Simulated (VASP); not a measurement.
Wanted: the native input for a VASP 6.6.1 run.

```
Task                   : single point
Functional             : r2SCAN
Potentials or basis    : VASP PAW PBE potentials, release 64 (W_sv, C_h)
Cutoff                 : 910 eV
k mesh                 : 14 × 14 × 14
Occupations            : fermi-dirac, width 0.1 eV
Spin                   : no spin polarisation
Dipole correction      : no
Further INCAR settings : ALGO = Normal; EDIFF = 1e-06; NBANDS = 16
```

WC:

```
W C
1.0
     0.00731    2.19634    2.19634
     2.19634    0.00731    2.19634
     2.19634    2.19634    0.00731
W C
1 1
Direct
  0.00000 0.00000 0.00000
  0.50000 0.50000 0.50000
```

These files were run (other wordings do the same):

POSCAR

```
WC
1.0
    0.0073089467      2.1963384733      2.1963384733
    2.1963384733      0.0073089467      2.1963384733
    2.1963384733      2.1963384733      0.0073089467
W C
1 1
Direct
    0.0000000000      0.0000000000      0.0000000000
    0.5000000000      0.5000000000      0.5000000000
```

INCAR.step1

```
SYSTEM = WC
PREC = Accurate
ENCUT = 910
ISMEAR = -1
SIGMA = 0.1
LREAL = .FALSE.
LASPH = .TRUE.
NELM = 120
NBANDS = 16
GGA = PE
ALGO = Normal
EDIFF = 1E-5
LWAVE = .TRUE.
LCHARG = .FALSE.
GGA_COMPAT = .FALSE.
```

INCAR.step2

```
SYSTEM = WC
PREC = Accurate
ENCUT = 910
EDIFF = 1E-6
ISMEAR = -1
SIGMA = 0.1
LREAL = .FALSE.
LASPH = .TRUE.
NELM = 120
ALGO = Normal
ISIF = 2
LWAVE = .FALSE.
LCHARG = .FALSE.
METAGGA = R2SCAN
LMIXTAU = .TRUE.
NBANDS = 16
ISTART = 1
GGA_COMPAT = .FALSE.
```

KPOINTS

```
regular mesh
0
G
  14 14 14
  0 0 0
```

Potentials or basis: VASP PAW PBE potentials, release 64 (W_sv, C_h).

Command:

```bash
$ cat potpaw_PBE.64/W_sv/POTCAR potpaw_PBE.64/C_h/POTCAR > POTCAR
$ cp INCAR.step1 INCAR
$ mpirun -np 1 vasp_std > vasp.out
$ cp INCAR.step2 INCAR
$ mpirun -np 1 vasp_std > vasp.out
```

It gave:

| Property | Result |
| --- | --- |
| Pressure | -3.6 GPa |
| Band gap on the k mesh | zero (bands 9 and 10 overlap by 3.24 eV) |

Caveat: the cutoff is under 1.25 times the usual one of these potentials, so pressure, stress and relaxed cells hold a basis-set (Pulay) error; the cell stands under tension; the PAW data sets were made with another functional, which shifts forces and pressure a little; spin-orbit coupling is left out, which moves the levels of the heavy elements.

Wall time 6.8 min on 1 thread of Intel(R) Xeon(R) Platinum 8488C (Sapphire Rapids), on a shared host, peak memory 0.36 GiB.
